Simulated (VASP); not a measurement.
Crystal: HfC.

```
CELL_PARAMETERS angstrom
3.29769 0.00000 0.00000
-1.64884 2.85588 0.00000
0.00000 0.00000 5.13240
ATOMIC_POSITIONS crystal
Hf 0.33333 0.66667 0.25000
Hf 0.66667 0.33333 0.75000
C 0.00000 0.00000 0.50000
C 0.00000 0.00000 0.00000
```

Base run:

- Program: VASP 6.6.1
- Functional: r2SCAN
- Potentials or basis: VASP PAW PBE potentials, release 64 (Hf_pv, C)
- Cutoff: 520 eV
- k mesh: 9 × 9 × 5
- Occupations: fermi-dirac, width 0.05 eV
- Spin: no spin polarisation

Its results: band gap on the k mesh zero (band 14 reaches 8.00 eV, above the bottom of band 15 at 6.67 eV); pressure 6.6 GPa.

The run is repeated on the same cell with these changes: functional from r2SCAN to LDA; potentials or basis from VASP PAW PBE potentials, release 64 (Hf_pv, C) to VASP PAW LDA potentials, release 64 (Hf_pv, C). What comes out?

Band gap on the k mesh zero (band 14 reaches 7.62 eV, above the bottom of band 15 at 6.54 eV); pressure -2.9 GPa.

Caveats: spin-orbit coupling is left out, which moves the levels of the heavy elements; the PAW data sets were made with another functional, which shifts forces and pressure a little (some runs).
